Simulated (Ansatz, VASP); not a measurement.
**KF in VASP and in Ansatz**

```
K F
1.0
     0.00000    2.67350    2.67350
     2.67350    0.00000    2.67350
     2.67350    2.67350    0.00000
K F
1 1
Direct
  0.00000 0.00000 0.00000
  0.50000 0.50000 0.50000
```

Alike in both runs: task electric field gradients; functional PBEsol; k mesh 9 × 9 × 9; occupations tetrahedron; no spin polarisation.

|  | VASP | Ansatz |
| --- | --- | --- |
| version | VASP 6.6.1 | Ansatz 0.2.0 |
| potentials or method | VASP PAW PBE potentials, release 64 (K_sv, F) | PAW with Ansatz's default frozen-core files, scalar-relativistic |
| plane-wave cutoff (eV) | 520 | 420 |
| valence electrons in the cell | 16 | 16 |

```tsv
	VASP	Ansatz	Ansatz less VASP
gap on the k mesh at the Fermi level (eV)	6.02	6.04	+0.016
pressure (GPa)	-0.7	-0.7	-0.04
```

VASP's potentials were made for PBE, not for PBEsol. The functional is the same, so the differences come from potentials, cutoffs and numerics. Ansatz's warnings: band table not solved further, tetrahedron derivatives may miss energy slope.
